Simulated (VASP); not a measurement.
# CuI (Cmcm) in VASP: notebook, part 3 of 3

VASP 6.6.1.

## (5) Single point, PBEsol

This run uses another cell than the first one, of the same volume but with other edges.

Input file INCAR:

```
SYSTEM = CuI
  PREC = Accurate
  ENCUT = 520
  EDIFF = 1E-6
  ISMEAR = -1
  SIGMA = 0.05
  LREAL = .False.
  LASPH = .True.
  NELM = 60
  ALGO = Normal
  ISIF = 2
  LWAVE = .False.
  LCHARG = .False.
  GGA = PS
  NBANDS = 26
```

Input file KPOINTS:

```
regular mesh
0
Gamma
  4 4 6
  0 0 0
```

Input file POSCAR:

```
CuI
1.0
    3.7829431579     -3.7605675216      0.0000000000
    3.7829431579      3.7605675216      0.0000000000
    0.0000000000      0.0000000000      4.1944012974
Cu I
2 2
Direct
    0.4204388300      0.5795611700      0.7500000000
    0.5795611700      0.4204388300      0.2500000000
    0.7700426800      0.2299573200      0.7500000000
    0.2299573200      0.7700426800      0.2500000000
```

Potentials or basis: VASP PAW PBE potentials, release 64 (Cu, I).

Run with:

```console
$ cat potpaw_PBE.64/Cu/POTCAR potpaw_PBE.64/I/POTCAR > POTCAR
$ mpirun -np 1 vasp_std > vasp.out
```

OUTCAR:

```text
SYSTEM = CuI
   PREC = Accurate
   ENCUT = 520
   EDIFF = 1E-6
   ISMEAR = -1
   LREAL = .False.
   LASPH = .True.
   NELM = 60
   ISIF = 2
   GGA = PS

 ion  position               nearest neighbor table
   1  0.420  0.580  0.750-   2 2.41   2 2.41   4 2.54   4 2.54   3 2.63
   2  0.580  0.420  0.250-   1 2.41   1 2.41   3 2.54   3 2.54   4 2.63
   3  0.770  0.230  0.750-   2 2.54   2 2.54   1 2.63
   4  0.230  0.770  0.250-   1 2.54   1 2.54   2 2.63

  LATTYP: Found a base centered orthorhombic cell.
 ALAT       =     7.5211350432
 B/A-ratio  =     1.0059500690
 C/A-ratio  =     0.5576819554

  Lattice vectors:

 A1 = (  -3.7829431579,  -3.7605675216,   0.0000000000)
 A2 = (   3.7829431579,  -3.7605675216,   0.0000000000)
 A3 = (   0.0000000000,   0.0000000000,   4.1944012974)

Analysis of symmetry for initial positions (statically):
=====================================================================
 Subroutine PRICEL returns:
 Original cell was already a primitive cell.

 Routine SETGRP: Setting up the symmetry group for a
 base centered orthorhombic supercell.

[... 170 lines left out ...]

 E-fermi :   4.2321     XC(G=0):  -8.7582

 val. band max:        3.7970951681   @ k =   0.0000   0.0000   0.0000
 cond. band min:       4.6498539426   @ k =   0.0000   0.0000   0.0000
 fundamental gap:      0.8527587745
 Fermi energy:         4.2321226362

 k-point     1 :       0.0000    0.0000    0.0000
  band No.  band energies     occupation
      1     -10.1961      2.00000
      2      -9.4722      2.00000
      3      -1.9845      2.00000
      4      -0.6341      2.00000
      5      -0.3358      2.00000
      6      -0.2804      2.00000
[... 685 lines left out ...]
     25      12.2761      0.00000
     26      12.2761      0.00000

 [... further k-points ...]

------------------------ aborting loop because EDIFF is reached ----------------------------------------

  FORCE on cell =-STRESS in cart. coord.  units (eV):
  Direction    XX          YY          ZZ          XY          YZ          ZX
  --------------------------------------------------------------------------------------
  -------------------------------------------------------------------------------------
  Total       -0.2139962     -0.9713793      0.6090493      0.0000000      0.0000000      0.0000000
  in kB       -2.8729863    -13.0411613      8.1767336      0.0000000      0.0000000      0.0000000
  external PRESSURE =      -2.5791380 kB  Pullay stress =       0.0000000 kB

 VOLUME and BASIS-vectors are now :
 -----------------------------------------------------------------------------
  energy-cutoff  :      520.00
  volume of cell :      119.34
      direct lattice vectors                 reciprocal lattice vectors
     3.782943158 -3.760567522  0.000000000     0.132172221 -0.132958655  0.000000000
     3.782943158  3.760567522  0.000000000     0.132172221  0.132958655  0.000000000
     0.000000000  0.000000000  4.194401297     0.000000000  0.000000000  0.238413049

 POSITION                                       TOTAL-FORCE (eV/Angst)
 -----------------------------------------------------------------------------------
      3.78294      0.59839      3.14580         0.000000      0.027559      0.000000
      3.78294     -0.59839      1.04860         0.000000     -0.027559     -0.000000
      3.78294     -2.03103      3.14580         0.000000      0.148562     -0.000000
      3.78294      2.03103      1.04860         0.000000     -0.148562     -0.000000
 -----------------------------------------------------------------------------------
    total drift:                                0.000000     -0.000000      0.000000

  FREE ENERGIE OF THE ION-ELECTRON SYSTEM (eV)
  ---------------------------------------------------
  free  energy   TOTEN  =       -12.3261149987 eV

  energy  without entropy=      -12.3261101336  energy(sigma->0) =      -12.32611257
```

Run time: 2 min. Hardware: 1 thread of Intel Xeon 8259CL, shared host; peak memory 0.27 GiB.

Results:

```
Free energy            : -12.3261 eV
Pressure               : -0.3 GPa
Largest force          : 0.149 eV/Å
Band gap on the k mesh : 0.85 eV
```

Forces in eV/Å, atoms in the order of the input:
```
Cu   0.000  0.028  0.000
Cu   0.000 -0.028  0.000
I    0.000  0.149  0.000
I    0.000 -0.149  0.000
```

Stress tensor (GPa, compression positive):
```
-0.29  0.00  0.00
 0.00 -1.30  0.00
 0.00  0.00  0.82
```

Caveat: the PAW data sets were made with another functional, which shifts forces and pressure a little; spin-orbit coupling is left out, which moves the levels of the heavy elements.

## (6) Single point, PBEsol

This run uses another cell than the first one, of the same volume but with other edges.

Input file INCAR:

```
SYSTEM = CuI
PREC     = Accurate       ! precision mode
ENCUT    = 520            ! plane-wave cutoff, eV
EDIFF    = 1E-6           ! SCF threshold, eV
ISMEAR   = -1             ! smearing method
SIGMA    = 0.05           ! smearing width, eV
LREAL    = .False.        ! projectors in reciprocal space
LASPH    = .True.         ! aspherical terms in the spheres
NELM     = 60             ! most SCF steps
ALGO     = Normal         ! electronic algorithm
ISIF     = 2              ! what is computed and relaxed
LWAVE    = .False.        ! write WAVECAR
LCHARG   = .False.        ! write CHGCAR
GGA      = PS             ! functional
NBANDS   = 26             ! bands
```

Input file KPOINTS:

```
Automatic mesh
0
Gamma
  4 4 6
  0 0 0
```

Input file POSCAR:

```
CuI
1.0
    3.8078309418     -3.7853080974      0.0000000000
    3.8078309418      3.7853080974      0.0000000000
    0.0000000000      0.0000000000      4.1397517013
Cu I
2 2
Direct
    0.4204388300      0.5795611700      0.7500000000
    0.5795611700      0.4204388300      0.2500000000
    0.7700426800      0.2299573200      0.7500000000
    0.2299573200      0.7700426800      0.2500000000
```

Potentials or basis: VASP PAW PBE potentials, release 64 (Cu, I).

Run with:

```console
$ cat potpaw_PBE.64/Cu/POTCAR potpaw_PBE.64/I/POTCAR > POTCAR
$ mpirun -np 1 vasp_std > vasp.out
```

It took 1.9 min on 1 thread of Intel Xeon 8259CL, shared host; peak memory 0.27 GiB.

The run converged. Its results:

* Free energy: -12.3042 eV
* Pressure: 0.2 GPa
* Largest force: 0.127 eV/Å
* Band gap on the k mesh: 0.80 eV

Forces on the atoms (eV/Å):
```
Cu   0.000  0.029  0.000
Cu   0.000 -0.029  0.000
I    0.000  0.127  0.000
I    0.000 -0.127  0.000
```

Stress tensor (GPa, compression positive):
```
-0.25  0.00  0.00
 0.00 -1.18  0.00
 0.00  0.00  2.17
```

Levels at points of the mesh, in eV from the valence-band top:
```
           k point  band 14  band 15  band 16  band 17  band 18  band 19  band 20  band 21  band 22  band 23
(0.00, 0.00, 0.00)    -2.05    -1.99    -1.66    -1.20     0.00     0.80     1.44     2.75     4.33     5.16
(0.50, 0.00, 0.00)    -2.12    -1.97    -1.67    -1.56    -0.35     2.79     2.93     3.25     3.88     5.54
(0.50, 0.50, 0.00)    -2.13    -1.97    -1.16    -1.02    -0.19     1.56     3.03     4.45     4.52     4.85
(0.00, 0.00, 0.50)    -2.12    -2.02    -2.02    -1.76    -1.76     3.44     3.44     3.65     3.65     5.60
(0.50, 0.00, 0.50)    -2.15    -2.04    -2.04    -1.53    -1.53     1.99     1.99     3.23     3.23     7.05
(0.50, 0.50, 0.50)    -2.21    -1.99    -1.99    -1.72    -1.72     3.73     3.73     4.18     4.18     6.12
```

Caveat: the PAW data sets were made with another functional, which shifts forces and pressure a little; spin-orbit coupling is left out, which moves the levels of the heavy elements.

## (7) Summary

| cell | gap on the mesh (eV) | pressure (GPa) | largest force (eV/Å) |
| --- | --- | --- | --- |
| a = 5.229, b = 5.229, c = 4.365 Å, angles 90.0, 90.0, 89.7°, 4 atoms | 0.97 | -1.6 | 0.15 |
| a = 5.264, b = 5.264, c = 4.307 Å, angles 90.0, 90.0, 89.7°, 4 atoms | 0.94 | -1.3 | 0.16 |
| a = 5.299, b = 5.299, c = 4.250 Å, angles 90.0, 90.0, 89.7°, 4 atoms | 0.90 | -0.8 | 0.16 |
| a = 5.334, b = 5.334, c = 4.194 Å, angles 90.0, 90.0, 89.7°, 4 atoms | 0.85 | -0.3 | 0.15 |
| a = 5.369, b = 5.369, c = 4.140 Å, angles 90.0, 90.0, 89.7°, 4 atoms | 0.80 | 0.2 | 0.13 |

Alike in all rows: task single point; level PBEsol; potentials or basis VASP PAW PBE potentials, release 64 (Cu, I); no spin polarisation; k mesh 4 × 4 × 6; cutoff (eV) 520; smearing fermi-dirac 0.05 eV.

Caveats: the PAW data sets were made with another functional, which shifts forces and pressure a little; spin-orbit coupling is left out, which moves the levels of the heavy elements.

Total energies depend on the potentials used, so only differences within one code and one set of settings carry meaning.
